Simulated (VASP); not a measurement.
# TiSi16 (a cell with a defect) in VASP: notebook

Runs on TiSi16 (a cell with a defect). Level: LDA. Tasks: single point.

All numbers are computed with VASP 6.6.1; they aren't measurements. Logs are shortened: lines on timing, memory, paths and dates and some standing lists are left out, and cuts for length are marked.

## Step 1: The cell of the first run

The cell holds a defect, 17 atoms: a = 7.679 Å, b = 7.679 Å, c = 7.679 Å, α = 60.00°, β = 60.00°, γ = 60.00°.

## Step 2: Single point, LDA

File INCAR:

```
ALGO     = Normal         # electronic algorithm
EDIFF    = 1E-6           # SCF threshold, eV
ENCUT    = 520            # plane-wave cutoff, eV
GGA      = CA             # functional
ISIF     = 2              # what is computed and relaxed
ISMEAR   = -1             # smearing method
LASPH    = True           # aspherical terms in the spheres
LCHARG   = False          # write CHGCAR
LREAL    = Auto         
LWAVE    = False          # write WAVECAR
NBANDS   = 52             # bands
NELM     = 60             # most SCF steps
PREC     = Accurate       # precision mode
SIGMA    = 0.02           # smearing width, eV
```

File KPOINTS:

```
k-points
0
Gamma
  2 2 2
```

File POSCAR:

```
TiSi16
1.0
    0.0000000000      5.4300000000      5.4300000000
    5.4300000000      0.0000000000      5.4300000000
    5.4300000000      5.4300000000      0.0000000000
Si Ti
16 1
Direct
    0.0063804788      0.0072830571     -0.0011683241
    0.1269578269      0.1278837937      0.1316464088
    0.0024166667      0.0033671271      0.5020113260
    0.1258970534      0.1268570902      0.6255066298
    0.0074942910      0.5015456722      0.0002246777
    0.1408374770      0.6252383978      0.1238767035
    0.0062538674      0.5002177716      0.5060015654
    0.1269174033      0.6329936464      0.6265695212
    0.5006247698      0.0083860958      0.0002455801
    0.6243207182      0.1417306630      0.1239251381
    0.4992454880      0.0071992634      0.5060443831
    0.6320459484      0.1278601289      0.6265860958
    0.5047237569      0.5056066298      0.0045441989
    0.6258126151      0.6266831492      0.1254678637
    0.5005839779      0.5015255985      0.5071854512
    0.6241909761      0.6251570902      0.6406257827
    0.7542351750      0.7551325967      0.2539729282
```

Potentials or basis: VASP PAW LDA potentials, release 64 (Si, Ti_sv).

Started as:

```sh
> cat potpaw_LDA.64/Si/POTCAR potpaw_LDA.64/Ti_sv/POTCAR > POTCAR
> mpirun -np 1 vasp_std > vasp.out
```

OUTCAR:

```text
EDIFF = 1E-6
   ENCUT = 520
   GGA = CA
   ISIF = 2
   ISMEAR = -1
   LASPH = True
   LREAL = Auto
   NELM = 60
   PREC = Accurate

 ion  position               nearest neighbor table
   1  0.006  0.007  0.999-   4 2.34   2 2.35   6 2.40  10 2.40  17 2.74
   2  0.127  0.128  0.132-   3 2.32   5 2.34   9 2.34   1 2.35
   3  0.002  0.003  0.502-   2 2.32  12 2.32   8 2.32   4 2.32
   4  0.126  0.127  0.626-   3 2.32   1 2.34  11 2.34   7 2.34
   5  0.007  0.502  0.000-   8 2.34   2 2.34   6 2.39  14 2.39  17 2.75
   6  0.141  0.625  0.124-  13 2.28   5 2.39   1 2.40   7 2.40  17 2.42
   7  0.006  0.500  0.506-   4 2.34   8 2.35  16 2.40   6 2.40  17 2.74
   8  0.127  0.633  0.627-   3 2.32   5 2.34  15 2.34   7 2.35
   9  0.501  0.008  0.000-  12 2.34   2 2.34  10 2.39  14 2.39  17 2.75
  10  0.624  0.142  0.124-  13 2.28   9 2.39   1 2.40  11 2.40  17 2.42
  11  0.499  0.007  0.506-   4 2.34  12 2.35  16 2.40  10 2.40  17 2.74
  12  0.632  0.128  0.627-   3 2.32   9 2.34  15 2.34  11 2.35
  13  0.505  0.506  0.005-  14 2.28  10 2.28   6 2.28  16 2.28
  14  0.626  0.627  0.125-  13 2.28   5 2.39   9 2.39  15 2.39  17 2.42
  15  0.501  0.502  0.507-  12 2.34   8 2.34  16 2.39  14 2.39  17 2.75
  16  0.624  0.625  0.641-  13 2.28  15 2.39  11 2.40   7 2.40  17 2.42
  17  0.754  0.755  0.254-  14 2.42  10 2.42   6 2.42  16 2.42   7 2.74  11 2.74   1 2.74  15 2.75
                             5 2.75   9 2.75

  LATTYP: Found a face centered cubic cell.
 ALAT       =    10.8600000000

  Lattice vectors:

 A1 = (   0.0000000000,   5.4300000000,   5.4300000000)
 A2 = (   5.4300000000,   0.0000000000,   5.4300000000)
 A3 = (   5.4300000000,   5.4300000000,   0.0000000000)

Analysis of symmetry for initial positions (statically):
=====================================================================
 Subroutine PRICEL returns:
 Original cell was already a primitive cell.

 Routine SETGRP: Setting up the symmetry group for a
 face centered cubic supercell.

 Subroutine GETGRP returns: Found  1 space group operations
 (whereof  1 operations were pure point group operations)
 out of a pool of 48 trial point group operations.

The static configuration has the point symmetry C_1 .

Analysis of symmetry for dynamics (positions and initial velocities):
=====================================================================
 Subroutine PRICEL returns:
 Original cell was already a primitive cell.

 Routine SETGRP: Setting up the symmetry group for a
 face centered cubic supercell.

 Subroutine GETGRP returns: Found  1 space group operations
 (whereof  1 operations were pure point group operations)
[... 123 lines left out ...]
   POTIM  = 0.5000    time-step for ionic-motion
   TEBEG  =    0.0;   TEEND  =   0.0 temperature during run
   PSTRESS=    0.0 pullay stress
   NELECT =      76.0000    total number of electrons
   NUPDOWN=      -1.0000    fix difference up-down
   EMIN   =  10.00;   EMAX   =-10.00  energy-range for DOS
   EFERMI =   0.00;   METHOD = LEGACY
   ISMEAR =    -1;   SIGMA  =   0.02  broadening in eV -4-tet -1-fermi 0-gaus
   EFERMI_NEDOS =   21; number of points for ismear=-14 and -15
   IALGO  =     38    algorithm
   IMIX   =      4    mixing-type and parameters
     AMIX     =   0.40;   BMIX     =  1.00
     AMIX_MAG =   1.60;   BMIX_MAG =  1.00
  volume/ion in A,a.u.               =      18.84       127.11
  Fermi-wavevector in a.u.,A,eV,Ry     =   1.013607  1.915439 13.978610  1.027399
  Thomas-Fermi vector in A             =   2.146786
   LORBIT       =      0    0 simple, 1 ext, 2 COOP (PROOUT), +10 PAW based schemes
   GGA     = CA    functional components
   LHFCALC =     F    Hartree Fock is set to
   AEXX    =    0.0000 exact exchange contribution
   IVDW    =     0    specifies the selected vdW correction
   LEPSILON=     F    determine dielectric tensor
   LRPA    =     F    only Hartree local field effects (RPA)
 non-spin polarized calculation
  energy-cutoff  :      520.00
  volume of cell :      320.21
 maximum number of plane-waves:      8646
 NGX is ok and might be reduce to    60
   NGX = 29   NGY = 29   NGZ = 29

 number of electron      76.0000003 magnetization

 Free energy of the ion-electron system (eV)
  ---------------------------------------------------
  ext. energy  EPLUGINS =         0.00000000
  ---------------------------------------------------
  free energy    TOTEN  =      -102.04163987 eV

  energy without entropy =     -102.01903344  energy(sigma->0) =     -102.03033666

 E-fermi :   6.8102     XC(G=0):  -9.9272

 val. band max:        6.7688492393   @ k =   0.5000   0.0000   0.5000
 cond. band min:       6.8326949002   @ k =   0.5000   0.5000   0.5000
 fundamental gap:      0.0638456610
 Fermi energy:         6.8102384109

 k-point     1 :       0.0000    0.0000    0.0000
  band No.  band energies     occupation
      1     -49.2755      2.00000
      2     -26.0413      2.00000
      3     -26.0409      2.00000
      4     -26.0301      2.00000
      5      -5.7686      2.00000
      6      -3.5453      2.00000
[... 413 lines left out ...]
     49       9.7393      0.00000
     50      10.4183      0.00000
 [bands above 50 left out]

------------------------ aborting loop because EDIFF is reached ----------------------------------------

  FORCE on cell =-STRESS in cart. coord.  units (eV):
  Direction    XX          YY          ZZ          XY          YZ          ZX
  --------------------------------------------------------------------------------------
  -------------------------------------------------------------------------------------
  Total        0.2447310      0.2601685      0.2428439     -0.0270568     -0.0330715     -0.0353637
  in kB        1.2245320      1.3017745      1.2150895     -0.1353812     -0.1654761     -0.1769451
  external PRESSURE =       1.2471320 kB  Pullay stress =       0.0000000 kB

 VOLUME and BASIS-vectors are now :
 -----------------------------------------------------------------------------
  energy-cutoff  :      520.00
  volume of cell :      320.21
      direct lattice vectors                 reciprocal lattice vectors
     0.000000000  5.430000000  5.430000000    -0.092081031  0.092081031  0.092081031
     5.430000000  0.000000000  5.430000000     0.092081031 -0.092081031  0.092081031
     5.430000000  5.430000000  0.000000000     0.092081031  0.092081031 -0.092081031

 POSITION                                       TOTAL-FORCE (eV/Angst)
 -----------------------------------------------------------------------------------
      5.46320      5.45830      0.07419         0.010758      0.009477     -0.000969
      1.40925      1.40422      1.38379        -0.006166     -0.005546      0.006430
      2.74421      2.73904      0.03141         0.006387      0.004974      0.006193
      4.08533      4.08012      1.37245         0.008627      0.007686      0.009459
      2.72461      0.04191      2.76409        -0.012973      0.004644      0.005358
      4.06770      1.43740      4.15979         0.008462      0.001465      0.001355
[... 9 lines left out ...]
      6.87320      6.86796      6.78396         0.000925      0.001457      0.008338
      5.47944      5.47457      8.19587        -0.021711     -0.013104     -0.023933
 -----------------------------------------------------------------------------------
    total drift:                                0.000564      0.011058     -0.004325

  FREE ENERGIE OF THE ION-ELECTRON SYSTEM (eV)
  ---------------------------------------------------
  free  energy   TOTEN  =      -102.0416398716 eV

  energy  without entropy=     -102.0190334423  energy(sigma->0) =     -102.03033666
```

Wall time 6.4 min (1 thread of Intel Xeon Platinum 8259CL at 2.50GHz (Skylake/Cascade Lake), shared host); peak memory 0.39 GiB.

Results:

```
Free energy            : -102.0416 eV
Pressure               : 0.1 GPa
Largest force          : 0.035 eV/Å
Band gap on the k mesh : zero (band 38 reaches 6.84 eV, above the bottom of band 39 at 6.45 eV)
```

Forces in eV/Å, atoms in the order of the input:
```
Si   0.011  0.009 -0.001
Si  -0.006 -0.006  0.006
Si   0.006  0.005  0.006
Si   0.009  0.008  0.009
Si  -0.013  0.005  0.005
Si   0.008  0.001  0.001
Si   0.011 -0.002  0.011
Si  -0.006  0.006 -0.004
Si   0.005 -0.014  0.006
Si   0.000  0.010  0.000
Si   0.000  0.009  0.011
Si   0.007 -0.006 -0.006
Si  -0.007 -0.007 -0.007
Si  -0.010 -0.012 -0.011
Si   0.006  0.005 -0.013
Si   0.001  0.001  0.008
Ti  -0.022 -0.013 -0.024
```

Caveat: the k points lie up to 0.50 Å⁻¹ apart.

## Step 3: Single point, LDA

File INCAR:

```
PREC     = Accurate       # precision mode
ENCUT    = 520            # plane-wave cutoff, eV
EDIFF    = 1E-6           # SCF threshold, eV
ISMEAR   = -1             # smearing method
SIGMA    = 0.02           # smearing width, eV
LREAL    = Auto         
LASPH    = True           # aspherical terms in the spheres
NELM     = 60             # most SCF steps
ALGO     = Normal         # electronic algorithm
ISIF     = 2              # what is computed and relaxed
LWAVE    = False          # write WAVECAR
LCHARG   = False          # write CHGCAR
NBANDS   = 52             # bands
```

File KPOINTS:

```
Automatic mesh
0
Gamma
  2 2 2
```

File POSCAR:

```
TiSi16
1.0
    0.0000000000      5.4300000000      5.4300000000
    5.4300000000      0.0000000000      5.4300000000
    5.4300000000      5.4300000000      0.0000000000
Si Ti
16 1
Direct
    0.0030870166      0.0025768877     -0.0092185083
    0.1271060773      0.1265952118      0.1129806630
    0.0064052486      0.0060601289      0.4871231123
    0.1264186004      0.1258476980      0.6208255985
    0.0073479742      0.5003658379     -0.0089842541
    0.1270864641      0.6323857274      0.1130069061
    0.0066591160      0.4992753223      0.4871012891
    0.1406233886      0.6241296501      0.6100042357
    0.5008790055      0.0069497238     -0.0091432781
    0.6328694291      0.1266031308      0.1129801105
    0.4998807551      0.0061827808      0.4871043278
    0.6246116943      0.1403927256      0.6098579190
    0.5008363720      0.5003682320     -0.0088906998
    0.6255932781      0.6250976980      0.1233284530
    0.5044391344      0.5042735727      0.4866687845
    0.6248324125      0.6242464088      0.6100705341
    0.7540687845      0.7537715470      0.7378030387
```

Potentials or basis: VASP PAW LDA potentials, release 64 (Si, Ti_sv).

Started as:

```sh
> cat potpaw_LDA.64/Si/POTCAR potpaw_LDA.64/Ti_sv/POTCAR > POTCAR
> mpirun -np 1 vasp_std > vasp.out
```

It took 5.7 min on 1 thread of Intel Xeon Platinum 8259CL at 2.50GHz (Skylake/Cascade Lake), shared host; peak memory 0.39 GiB.

It converged, with:

```yaml
Free_energy: -102.0420 eV
Pressure: 0.1 GPa
Largest_force: 0.045 eV/Å
Band_gap_on_the_k_mesh: zero (band 38 reaches 6.84 eV, above the bottom of band 39 at 6.44 eV)
```

Forces in eV/Å, atoms in the order of the input:
```
Si   0.009  0.009 -0.009
Si   0.020  0.020  0.016
Si  -0.014 -0.013  0.007
Si  -0.027 -0.026  0.025
Si   0.000  0.014 -0.002
Si  -0.018  0.023 -0.022
Si  -0.004 -0.014  0.012
Si   0.001 -0.002  0.001
Si   0.016  0.002 -0.002
Si   0.023 -0.017 -0.020
Si  -0.015 -0.005  0.012
Si   0.001 -0.001  0.002
Si   0.000  0.002 -0.014
Si   0.011  0.009 -0.009
Si   0.001  0.002 -0.002
Si   0.001  0.000  0.004
Ti  -0.003 -0.002  0.001
```

Levels at points of the mesh, in eV from the Fermi level:
| k point | band 33 | band 34 | band 35 | band 36 | band 37 | band 38 | band 39 | band 40 | band 41 | band 42 |
| --- | --- | --- | --- | --- | --- | --- | --- | --- | --- | --- |
| (0.00, 0.00, 0.00) | -1.66 | -0.95 | -0.95 | -0.95 | -0.38 | -0.37 | -0.37 | -0.11 | -0.11 | 0.22 |
| (0.50, 0.00, 0.00) | -1.93 | -1.93 | -1.30 | -1.30 | -0.28 | 0.03 | 0.05 | 0.44 | 0.44 | 0.79 |
| (0.00, 0.50, 0.00) | -1.93 | -1.93 | -1.30 | -1.30 | -0.28 | 0.03 | 0.04 | 0.44 | 0.44 | 0.79 |
| (0.00, 0.00, 0.50) | -1.94 | -1.94 | -1.30 | -1.30 | -0.29 | 0.02 | 0.03 | 0.44 | 0.45 | 0.81 |
| (0.50, 0.50, 0.50) | -1.93 | -1.93 | -1.30 | -1.30 | -0.28 | 0.03 | 0.05 | 0.44 | 0.44 | 0.79 |
| (0.50, 0.50, 0.00) | -2.40 | -1.94 | -1.94 | -1.82 | -0.72 | -0.04 | 0.57 | 0.58 | 1.08 | 1.34 |
| (0.00, 0.50, 0.50) | -2.40 | -1.94 | -1.94 | -1.82 | -0.72 | -0.04 | 0.57 | 0.57 | 1.08 | 1.34 |
| (0.50, 0.00, 0.50) | -2.40 | -1.94 | -1.94 | -1.82 | -0.72 | -0.04 | 0.57 | 0.57 | 1.08 | 1.34 |

Caveat: the k points lie up to 0.50 Å⁻¹ apart.

[end of part 1 of 2]
